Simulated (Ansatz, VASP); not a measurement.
## CdTe: VASP beside Ansatz

The input INCAR:

```
SYSTEM = CdTe
PREC = Accurate ; ENCUT = 520
EDIFF = 1E-6 ; ISMEAR = 0
SIGMA = 0.05 ; LREAL = .False.
LASPH = .True. ; NELM = 100
ALGO = Normal ; ISIF = 2
LWAVE = .False. ; LCHARG = .False.
NBANDS = 16
```

KPOINTS

```
Automatic mesh
0
Gamma
  8 8 8
  0 0 0
```

The input POSCAR:

```
CdTe
1.0
    0.0000000000      3.3511069611      3.0922828838
    3.0922828838      0.0000000000      3.0922828838
    3.0922828838      3.3511069611      0.0000000000
Cd Te
1 1
Direct
    0.0000000000      0.0000000000      0.0000000000
    0.7500000000      0.7500000000      0.7500000000
```

Input for Ansatz:

```yaml
crystal:
  lattice:
    - [0.0, 3.3511069611, 3.0922828838]
    - [3.0922828838, 0.0, 3.0922828838]
    - [3.0922828838, 3.3511069611, 0.0]
  atoms:
    - { symbol: Cd, position: [0.0, 0.0, 0.0] }
    - { symbol: Te, position: [0.75, 0.75, 0.75] }
basis:
  ecutwfc: 420
kpoints:
  mp_grid: { grid: [8, 8, 8] }
hamiltonian:
  xc: lda
  pseudopotentials: { kind: paw }
scf:
  occupations: { method: gaussian, width: 0.05 }
output:
  forces: true
  stress: true
  eigenvalues: true
  write_density: true
  write_potential: true
  elf: true
  volumetric_format: npy
```

Alike in both runs: task single point; functional LDA; k mesh 8 × 8 × 8; occupations gaussian, width 0.05 eV; no spin polarisation.

|  | VASP | Ansatz |
| --- | --- | --- |
| version | VASP 6.6.1 | Ansatz 0.2.0 |
| potentials or method | VASP PAW LDA potentials, release 64 (Cd, Te), cutoff 520 eV | scalar-relativistic, plane waves, PAW |
| valence electrons in the cell | 18 | 36 |

Ansatz gave:

* gap on the k mesh at the Fermi level (eV): 0.56
* least direct gap on the mesh (eV): 0.56
* pressure (GPa): 1.2
* traceless stress, the component that is largest in VASP (GPa): -1.11

Q: What did VASP give for the same quantities?

A: gap on the k mesh at the Fermi level (eV): 0.61; least direct gap on the mesh (eV): 0.61; pressure (GPa): 1.5; traceless stress, the component that is largest in VASP (GPa): -1.10.

LDA's correlation is that of Perdew and Zunger in VASP and of Perdew and Wang (1992) in Ansatz. VASP's potentials hold 18 valence electrons a cell and Ansatz's 36, so a difference there can come from the potentials and not from the codes.

Neither program's run includes spin-orbit coupling.
